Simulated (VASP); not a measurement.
# Ti in VASP: notebook

Runs on Ti. Level: PBEsol. Tasks: single point.

All numbers are computed with VASP 6.6.1; they aren't measurements. Logs are shortened: lines on timing, memory, paths and dates and some standing lists are left out, and cuts for length are marked.

## 1. The cell of the first run

The structure is tetragonal, space group I4/mmm (No. 139). Conventional cell: a = 3.282 Å, b = 3.282 Å, c = 3.216 Å, α = 90.00°, β = 90.00°, γ = 90.00°. Within 3.7 Å of Ti (site symmetry 4/mmm) lie 14 Ti at 2.82 to 3.28 Å.

## 2. Single point, PBEsol (zz strain of -2 %)

Input file INCAR:

```
SYSTEM = Ti
ALGO = Normal
EDIFF = 1E-7
ENCUT = 520
GGA = PS
ISIF = 2
ISMEAR = -1
LASPH = .True.
LCHARG = .False.
LREAL = .False.
LWAVE = .False.
NBANDS = 12
NELM = 100
PREC = Accurate
SIGMA = 0.08
```

Input file KPOINTS:

```
k-points
0
Gamma
  17 17 17
  0 0 0
```

Input file POSCAR:

```
Ti
1.0
   -1.6410000000      1.6410000000      1.6081800000
    1.6410000000     -1.6410000000      1.6081800000
    1.6410000000      1.6410000000     -1.6081800000
Ti
1
Direct
    0.0000000000      0.0000000000      0.0000000000
```

Potentials or basis: VASP PAW PBE potentials, release 64 (Ti_sv).

Command:

```
> cat potpaw_PBE.64/Ti_sv/POTCAR > POTCAR
> mpirun -np 1 vasp_std > vasp.out
```

OUTCAR:

```text
SYSTEM = Ti
   EDIFF = 1E-7
   ENCUT = 520
   GGA = PS
   ISIF = 2
   ISMEAR = -1
   LASPH = .True.
   LREAL = .False.
   NELM = 100
   PREC = Accurate

 ion  position               nearest neighbor table
   1  0.000  0.000  0.000-

  LATTYP: Found a body centered tetragonal cell.
 ALAT       =     3.2820000000
 C/A-ratio  =     0.9800000000

  Lattice vectors:

 A1 = (  -1.6410000000,   1.6410000000,   1.6081800000)
 A2 = (   1.6410000000,  -1.6410000000,   1.6081800000)
 A3 = (   1.6410000000,   1.6410000000,  -1.6081800000)

Analysis of symmetry for initial positions (statically):
=====================================================================
 Subroutine PRICEL returns:
 Original cell was already a primitive cell.

 Routine SETGRP: Setting up the symmetry group for a
 body centered tetragonal supercell.

 Subroutine GETGRP returns: Found 16 space group operations
 (whereof 16 operations were pure point group operations)
 out of a pool of 16 trial point group operations.

The static configuration has the point symmetry D_4h.

Analysis of symmetry for dynamics (positions and initial velocities):
=====================================================================
 Subroutine PRICEL returns:
 Original cell was already a primitive cell.

 Routine SETGRP: Setting up the symmetry group for a
 body centered tetragonal supercell.

 Subroutine GETGRP returns: Found 16 space group operations
 (whereof 16 operations were pure point group operations)
 out of a pool of 16 trial point group operations.

The dynamic configuration has the point symmetry D_4h.

 Subroutine INISYM returns: Found 16 space group operations
 (whereof 16 operations are pure point group operations),
 and found     1 'primitive' translations

----------------------------------------------------------------------------------------

                                     Primitive cell

  volume of cell :      17.3225

  direct lattice vectors                    reciprocal lattice vectors
    -1.641000000  1.641000000  1.608180000     0.000000000  0.304692261  0.310910470
     1.641000000 -1.641000000  1.608180000     0.304692261  0.000000000  0.310910470
     1.641000000  1.641000000 -1.608180000     0.304692261  0.304692261  0.000000000

  length of vectors
     2.823473909  2.823473909  2.823473909     0.435319072  0.435319072  0.430899928

  position of ions in fractional coordinates (direct lattice)
     0.000000000  0.000000000  0.000000000

  ion indices of the primitive-cell ions
   primitive index   ion index
                 1           1
[... 80 lines left out ...]
   POTIM  = 0.5000    time-step for ionic-motion
   TEBEG  =    0.0;   TEEND  =   0.0 temperature during run
   PSTRESS=    0.0 pullay stress
   NELECT =      12.0000    total number of electrons
   NUPDOWN=      -1.0000    fix difference up-down
   EMIN   =  10.00;   EMAX   =-10.00  energy-range for DOS
   EFERMI =   0.00;   METHOD = LEGACY
   ISMEAR =    -1;   SIGMA  =   0.08  broadening in eV -4-tet -1-fermi 0-gaus
   EFERMI_NEDOS =   21; number of points for ismear=-14 and -15
   IALGO  =     38    algorithm
   IMIX   =      4    mixing-type and parameters
     AMIX     =   0.40;   BMIX     =  1.00
     AMIX_MAG =   1.60;   BMIX_MAG =  1.00
  volume/ion in A,a.u.               =      17.32       116.90
  Fermi-wavevector in a.u.,A,eV,Ry     =   1.448543  2.737349 28.548779  2.098276
  Thomas-Fermi vector in A             =   2.566372
   LORBIT       =      0    0 simple, 1 ext, 2 COOP (PROOUT), +10 PAW based schemes
   GGA     = PS    functional components
   LHFCALC =     F    Hartree Fock is set to
   AEXX    =    0.0000 exact exchange contribution
   IVDW    =     0    specifies the selected vdW correction
   LEPSILON=     F    determine dielectric tensor
   LRPA    =     F    only Hartree local field effects (RPA)
 non-spin polarized calculation
  energy-cutoff  :      520.00
  volume of cell :       17.32
 maximum number of plane-waves:       482
 NGX is ok and might be reduce to    24
   NGX = 11   NGY = 11   NGZ = 11

 number of electron      11.9999998 magnetization

 Free energy of the ion-electron system (eV)
  ---------------------------------------------------
  ext. energy  EPLUGINS =         0.00000000
  ---------------------------------------------------
  free energy    TOTEN  =        -8.24684467 eV

  energy without entropy =       -8.19781061  energy(sigma->0) =       -8.22232764

 E-fermi :   7.9846     XC(G=0): -11.6444

 val. band max:        7.9836610376   @ k =  -0.2941  -0.4706   0.0588
 cond. band min:       7.9902191913   @ k =   0.2941   0.0000  -0.0000
 fundamental gap:      0.0065581537
 Fermi energy:         7.9845920372

 k-point     1 :       0.0000    0.0000    0.0000
  band No.  band energies     occupation
      1     -48.3077      2.00000
      2     -24.2559      2.00000
      3     -24.2545      2.00000
      4     -24.2545      2.00000
      5       2.0255      2.00000
      6       8.8750      0.00003
      7       9.0210      0.00000
      8       9.0210      0.00000
      9      10.6596      0.00000
     10      10.8309      0.00000
     11      25.3035      0.00000
     12      25.3035      0.00000
[... 331 lines left out ...]
 k-point    24 :      -0.1176    0.0588   -0.0000
  band No.  band energies     occupation
      1     -48.2946      2.00000
      2     -24.3263      2.00000
      3     -24.2707      2.00000
      4     -24.2605      2.00000
      5       2.3761      2.00000
      6       8.7983      0.00008
      7       8.9103      0.00002
      8       9.2604      0.00000
      9      10.5111      0.00000
     10      10.8160      0.00000
     11      24.8177      0.00000
     12      25.3401      0.00000

 [... further k-points ...]

------------------------ aborting loop because EDIFF is reached ----------------------------------------

  FORCE on cell =-STRESS in cart. coord.  units (eV):
  Direction    XX          YY          ZZ          XY          YZ          ZX
  --------------------------------------------------------------------------------------
  -------------------------------------------------------------------------------------
  Total       -0.5026038     -0.5026038     -0.5581058      0.0000000      0.0000000      0.0000000
  in kB      -46.4862484    -46.4862484    -51.6196764      0.0000000      0.0000000      0.0000000
  external PRESSURE =     -48.1973910 kB  Pullay stress =       0.0000000 kB

 VOLUME and BASIS-vectors are now :
 -----------------------------------------------------------------------------
  energy-cutoff  :      520.00
  volume of cell :       17.32
      direct lattice vectors                 reciprocal lattice vectors
    -1.641000000  1.641000000  1.608180000     0.000000000  0.304692261  0.310910470
     1.641000000 -1.641000000  1.608180000     0.304692261  0.000000000  0.310910470
     1.641000000  1.641000000 -1.608180000     0.304692261  0.304692261  0.000000000

 POSITION                                       TOTAL-FORCE (eV/Angst)
 -----------------------------------------------------------------------------------
      0.00000      0.00000      0.00000        -0.000000      0.000000     -0.000000
 -----------------------------------------------------------------------------------
    total drift:                               -0.000000      0.000000      0.000000

  FREE ENERGIE OF THE ION-ELECTRON SYSTEM (eV)
  ---------------------------------------------------
  free  energy   TOTEN  =        -8.2468446665 eV

  energy  without entropy=       -8.1978106138  energy(sigma->0) =       -8.22232764
```

It took 1.7 min on 1 thread of AMD EPYC 7R43 (Zen 3), shared host; peak memory 0.17 GiB.

Results:

```yaml
Free_energy: -8.2468 eV
Pressure: -4.8 GPa
Band_gap_on_the_k_mesh: zero (band 6 reaches 8.97 eV, above the bottom of band 7 at 7.38 eV)
```

Caveat: the cell differs from its parent crystal (zz strain of -2 %); the PAW data sets were made with another functional, which shifts forces and pressure a little.

## 3. Single point, PBEsol (equal xy, yz and zx shear strains of -1 %)

Input file INCAR:

```
SYSTEM = Ti
PREC = Accurate ; ENCUT = 520
EDIFF = 1E-6 ; ISMEAR = -1
SIGMA = 0.08 ; LREAL = .False.
LASPH = .True. ; NELM = 100
ALGO = Normal ; ISIF = 2
LWAVE = .False. ; LCHARG = .True.
GGA = PS ; LELF = .True.
LVHAR = .True. ; NBANDS = 12
```

Input file KPOINTS:

```
Automatic mesh
0
Gamma
  17 17 17
  0 0 0
```

Input file POSCAR:

```
Ti
1.0
   -1.6574100000      1.6410000000      1.6410000000
    1.6410000000     -1.6574100000      1.6410000000
    1.6410000000      1.6410000000     -1.6574100000
Ti
1
Direct
    0.0000000000      0.0000000000      0.0000000000
```

Potentials or basis: VASP PAW PBE potentials, release 64 (Ti_sv).

Command:

```
> cat potpaw_PBE.64/Ti_sv/POTCAR > POTCAR
> mpirun -np 1 vasp_std > vasp.out
```

OUTCAR:

```text
SYSTEM = Ti
   PREC = Accurate
   ENCUT = 520
   EDIFF = 1E-6
   ISMEAR = -1
   LREAL = .False.
   LASPH = .True.
   NELM = 100
   ISIF = 2
   GGA = PS

 ion  position               nearest neighbor table
   1  0.000  0.000  0.000-

  LATTYP: Found a trigonal (rhomboedric) cell.
 ALAT       =     2.8518011691
 COS(alpha) =    -0.3377371610

  Lattice vectors:

 A1 = (  -1.6574100000,   1.6410000000,   1.6410000000)
 A2 = (   1.6410000000,  -1.6574100000,   1.6410000000)
 A3 = (   1.6410000000,   1.6410000000,  -1.6574100000)

Analysis of symmetry for initial positions (statically):
=====================================================================
 Subroutine PRICEL returns:
 Original cell was already a primitive cell.

 Routine SETGRP: Setting up the symmetry group for a
 trigonal (rhombohedral) supercell.

 Subroutine GETGRP returns: Found 12 space group operations
 (whereof 12 operations were pure point group operations)
 out of a pool of 12 trial point group operations.

The static configuration has the point symmetry D_3d.

Analysis of symmetry for dynamics (positions and initial velocities):
[... 160 lines left out ...]
 cond. band min:       7.7777988352   @ k =   0.2353   0.0588   0.0588
 fundamental gap:      0.0020782726
 Fermi energy:         7.7768086578

 k-point     1 :       0.0000    0.0000    0.0000
  band No.  band energies     occupation
      1     -48.5541      2.00000
      2     -24.5314      2.00000
      3     -24.5314      2.00000
      4     -24.5093      2.00000
      5       1.8632      2.00000
      6       8.6476      0.00004
      7       8.7920      0.00001
      8       8.7920      0.00001
      9      10.4832      0.00000
     10      10.4832      0.00000
     11      24.8768      0.00000
     12      25.1714      0.00000
[... 331 lines left out ...]
 k-point    24 :      -0.1176    0.0588   -0.0000
  band No.  band energies     occupation
      1     -48.5420      2.00000
      2     -24.5940      2.00000
      3     -24.5395      2.00000
      4     -24.5253      2.00000
      5       2.2085      2.00000
      6       8.5799      0.00009
      7       8.6618      0.00003
      8       9.0322      0.00000
      9      10.3111      0.00000
     10      10.5068      0.00000
     11      24.4835      0.00000
     12      24.9223      0.00000

 [... further k-points ...]
[... 5 lines left out ...]
  --------------------------------------------------------------------------------------
  -------------------------------------------------------------------------------------
  Total       -0.7357701     -0.7357701     -0.7357701      0.0383275      0.0383275      0.0383275
  in kB      -66.6959790    -66.6959790    -66.6959790      3.4743026      3.4743026      3.4743026
  external PRESSURE =     -66.6959790 kB  Pullay stress =       0.0000000 kB

 VOLUME and BASIS-vectors are now :
 -----------------------------------------------------------------------------
  energy-cutoff  :      520.00
  volume of cell :       17.67
      direct lattice vectors                 reciprocal lattice vectors
    -1.657410000  1.641000000  1.641000000     0.003062388  0.306238767  0.306238767
     1.641000000 -1.657410000  1.641000000     0.306238767  0.003062388  0.306238767
     1.641000000  1.641000000 -1.657410000     0.306238767  0.306238767  0.003062388

 POSITION                                       TOTAL-FORCE (eV/Angst)
 -----------------------------------------------------------------------------------
      0.00000      0.00000      0.00000         0.000000      0.000000      0.000000
 -----------------------------------------------------------------------------------
    total drift:                               -0.000000      0.000000      0.000000

  FREE ENERGIE OF THE ION-ELECTRON SYSTEM (eV)
  ---------------------------------------------------
  free  energy   TOTEN  =        -8.2333560460 eV

  energy  without entropy=       -8.1829231150  energy(sigma->0) =       -8.20813958
```

OSZICAR:

```text
N       E                     dE             d eps       ncg     rms          rms(c)
DAV:   1     0.859760097492E+02    0.85976E+02   -0.65196E+03 11784   0.120E+03
DAV:   2    -0.506533367749E+01   -0.91041E+02   -0.88648E+02 12008   0.297E+02
DAV:   3    -0.935016042220E+01   -0.42848E+01   -0.42306E+01 16244   0.654E+01
DAV:   4    -0.944432333002E+01   -0.94163E-01   -0.94047E-01 13152   0.855E+00
DAV:   5    -0.944670981671E+01   -0.23865E-02   -0.23864E-02 13664   0.118E+00    0.853E+00
DAV:   6    -0.823127030847E+01    0.12154E+01   -0.28959E+00 12744   0.238E+01    0.202E+00
DAV:   7    -0.822533736938E+01    0.59329E-02   -0.75473E-02 13892   0.278E+00    0.124E+00
DAV:   8    -0.823293790586E+01   -0.76005E-02   -0.35573E-02 12244   0.225E+00    0.110E-01
DAV:   9    -0.823332318806E+01   -0.38528E-03   -0.22358E-03 14344   0.480E-01    0.736E-02
DAV:  10    -0.823337164461E+01   -0.48457E-04   -0.27352E-04 12320   0.182E-01    0.143E-02
DAV:  11    -0.823335630816E+01    0.15336E-04   -0.28913E-05 13320   0.825E-02    0.104E-02
DAV:  12    -0.823335604604E+01    0.26211E-06   -0.16482E-06 12160   0.160E-02
   1 F= -.82333560E+01 E0= -.82081396E+01  d E =-.504329E-01
```

stdout:

```text
POSCAR found type information on POSCAR Ti
 POSCAR found :  1 types and       1 ions
 scaLAPACK will be used
 -----------------------------------------------------------------------------
|                                                                             |
|                                                                             |
|     You enforced a specific xc type in the INCAR file but a different       |
|     I HOPE YOU KNOW WHAT YOU ARE DOING!                                     |
|                                                                             |
 -----------------------------------------------------------------------------

 LDA part: xc-table for (Slater+PW92), standard interpolation
 POSCAR, INCAR and KPOINTS ok, starting setup
 FFT: planning ... GRIDC
 FFT: planning ... GRID_SOFT
 FFT: planning ... GRID
 WAVECAR not read
 entering main loop
```

It took 2.8 min on 1 thread of AMD EPYC 7R43 (Zen 3), shared host; peak memory 0.18 GiB.

What came out:

| Item | Value |
| --- | --- |
| Free energy | -8.2334 eV |
| Pressure | -6.7 GPa |
| Band gap on the k mesh | zero (band 6 reaches 8.72 eV, above the bottom of band 7 at 7.13 eV) |

Caveat: the cell differs from its parent crystal (equal xy, yz and zx shear strains of -1 %); the PAW data sets were made with another functional, which shifts forces and pressure a little.

## 4. Single point, PBEsol (equal xy, yz and zx shear strains of +1 %)

Input file INCAR:

```
SYSTEM = Ti
ALGO     = Normal         ! electronic algorithm
EDIFF    = 1E-7           ! SCF threshold, eV
ENCUT    = 520            ! plane-wave cutoff, eV
GGA      = PS             ! functional
ISIF     = 2              ! what is computed and relaxed
ISMEAR   = -1             ! smearing method
LASPH    = .TRUE.         ! aspherical terms in the spheres
LCHARG   = .FALSE.        ! write CHGCAR
LREAL    = .FALSE.        ! projectors in reciprocal space
LWAVE    = .FALSE.        ! write WAVECAR
NBANDS   = 12             ! bands
NELM     = 60             ! most SCF steps
PREC     = Accurate       ! precision mode
SIGMA    = 0.08           ! smearing width, eV
```

Input file KPOINTS:

```
k-points
0
G
  17 17 17
  0 0 0
```

Input file POSCAR:

```
Ti
1.0
   -1.6245900000      1.6410000000      1.6410000000
    1.6410000000     -1.6245900000      1.6410000000
    1.6410000000      1.6410000000     -1.6245900000
Ti
1
Direct
    0.0000000000      0.0000000000      0.0000000000
```

Command:

```
> cat potpaw_PBE.64/Ti_sv/POTCAR > POTCAR
> mpirun -np 1 vasp_std > vasp.out
```

Run time: 2.9 min. Hardware: 1 thread of AMD EPYC 7R43 (Zen 3), shared host; peak memory 0.18 GiB.

It converged, with:

- Free energy: -8.2333 eV
- Pressure: -6.7 GPa
- Band gap on the k mesh: zero (band 6 reaches 8.72 eV, above the bottom of band 7 at 7.16 eV)

Stress tensor (GPa, compression positive):
```
-6.68 -0.39 -0.39
-0.39 -6.68 -0.39
-0.39 -0.39 -6.68
```

Levels at points of the mesh, in eV from the Fermi level:
```csv
k point,band 2,band 3,band 4,band 5,band 6,band 7,band 8,band 9,band 10,band 11
"(0.00, 0.00, 0.00)",-32.31,-32.29,-32.29,-5.91,0.92,0.92,1.07,2.71,2.71,17.20
```

Caveat: the cell differs from its parent crystal (equal xy, yz and zx shear strains of +1 %); the PAW data sets were made with another functional, which shifts forces and pressure a little.

## 5. The runs side by side

| cell | gap on the mesh (eV) | pressure (GPa) |
| --- | --- | --- |
| a = 2.823 Å, angles 108.9, 108.9, 110.6°, 1 atom | none | -4.8 |
| a = 2.852 Å, angles 109.7°, 1 atom | none | -6.7 |
| a = 2.833 Å, angles 109.2°, 1 atom | none | -6.7 |

Alike in all rows: task single point; level PBEsol; potentials or basis VASP PAW PBE potentials, release 64 (Ti_sv); no spin polarisation; k mesh 17 × 17 × 17; cutoff (eV) 520; smearing fermi-dirac 0.08 eV.

Caveats: the PAW data sets were made with another functional, which shifts forces and pressure a little.

Total energies depend on the potentials used, so only differences within one code and one set of settings carry meaning.
